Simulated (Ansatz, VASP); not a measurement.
## InGa3P2 in VASP and in Ansatz

```
CELL_PARAMETERS angstrom
5.00645 0.00000 0.00000
-2.50323 4.33572 0.00000
0.00000 0.00000 9.28180
ATOMIC_POSITIONS crystal
In 0.00000 0.00000 0.00000
Ga 0.33333 0.66667 0.50000
Ga 0.66667 0.33333 0.50000
Ga 0.00000 0.00000 0.50000
P 0.00000 0.00000 0.74260
P 0.00000 0.00000 0.25740
```

Alike in both runs: functional PBE; k mesh 6 × 6 × 2; occupations gaussian, width 0.1 eV; no spin polarisation.

Ansatz relaxed the structure, and its values are those at the end. VASP's run is a single point on that final structure, the one shown.

|  | VASP | Ansatz |
| --- | --- | --- |
| version | VASP 6.6.1 | Ansatz 0.2.0 |
| potentials or method | VASP PAW PBE potentials, release 64 (In_d, Ga_d, P), cutoff 520 eV | scalar-relativistic, plane waves, PAW |
| valence electrons in the cell | 62 | 62 |

VASP gave:

| Property | Result |
| --- | --- |
| gap on the k mesh at the Fermi level (eV) | none |
| pressure (GPa) | -0.1 |
| rms of the force components (eV/Å) | 0.001 |

**Question.** Estimate Ansatz's values.

**Answer.** gap on the k mesh at the Fermi level (eV): none; pressure (GPa): -0.1; rms of the force components (eV/Å): 0.004.

A gap of «none» marks a metal or a gap that the smearing closes.
